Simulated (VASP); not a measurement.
KBr:

```xyz
2
Lattice="3.9914 0.0000 0.0000 0.0000 3.9914 0.0000 0.0000 0.0000 3.9914" Properties=species:S:1:pos:R:3 pbc="T T T"
K     0.0000    0.0000    0.0000
Br    1.9957    1.9957    1.9957
```

This cell differs from its parent crystal: strain +0.4%.

Base run:

| Quantity | Value |
| --- | --- |
| Program | VASP 6.6.1 |
| Functional | r2SCAN |
| Potentials or basis | VASP PAW PBE potentials, release 64 (K_sv, Br) |
| Cutoff | 550 eV |
| k mesh | 6 × 6 × 6 |
| Occupations | gaussian, width 0.01 eV |
| Spin | no spin polarisation |

Its results: band gap on the k mesh 4.73 eV (least direct gap 5.01 eV); pressure -0.2 GPa.

Question: The run is repeated on the same cell with these changes: functional from r2SCAN to PBE; cutoff from 550 eV to 500 eV; occupations from gaussian, width 0.01 eV to fermi-dirac, width 0.02 eV. What comes out?

Answer: Band gap on the k mesh 3.98 eV (least direct gap 4.26 eV); pressure 0.7 GPa.

Caveats: the PAW data sets were made with another functional, which shifts forces and pressure a little (at least some runs).

A k mesh can miss the band edges.
